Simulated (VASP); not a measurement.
Li2S, 3 atoms in the cell. It takes space group Fm-3m (No. 225, cubic). Conventional cell: a = 5.691 Å, b = 5.691 Å, c = 5.691 Å, α = 90.00°, β = 90.00°, γ = 90.00°. Within 3.3 Å of S (site symmetry m-3m) lie 8 Li at 2.46 Å. Within 3.3 Å of Li (site symmetry -43m) lie 4 S at 2.46 Å and 6 Li at 2.85 Å. 

* Program: VASP 6.6.1
* Task: single point
* Functional: PBE
* Potentials or basis: VASP PAW PBE potentials, release 64 (S, Li_sv)
* Cutoff: 750 eV
* k mesh: 8 × 8 × 8
* Occupations: fermi-dirac, width 0.02 eV
* Spin: no spin polarisation
* Dipole correction: no
* Further INCAR settings: ALGO = Normal; EDIFF = 1e-06; NBANDS = 13

Potentials or basis: VASP PAW PBE potentials, release 64 (S, Li_sv).

The run is started by

```bash
$ cat potpaw_PBE.64/S/POTCAR potpaw_PBE.64/Li_sv/POTCAR > POTCAR
$ mpirun -np 1 vasp_std > vasp.out
```

Hardware: 1 thread of Intel(R) Xeon(R) 6975P-C (Granite Rapids), with other jobs on the host.

Question: How long does it take, and how much memory?

Answer: It took 12 s on 1 thread of Intel(R) Xeon(R) 6975P-C (Granite Rapids), with other jobs on the host, peak memory 0.2 GiB. Counts: scf iterations 14, k points 29.
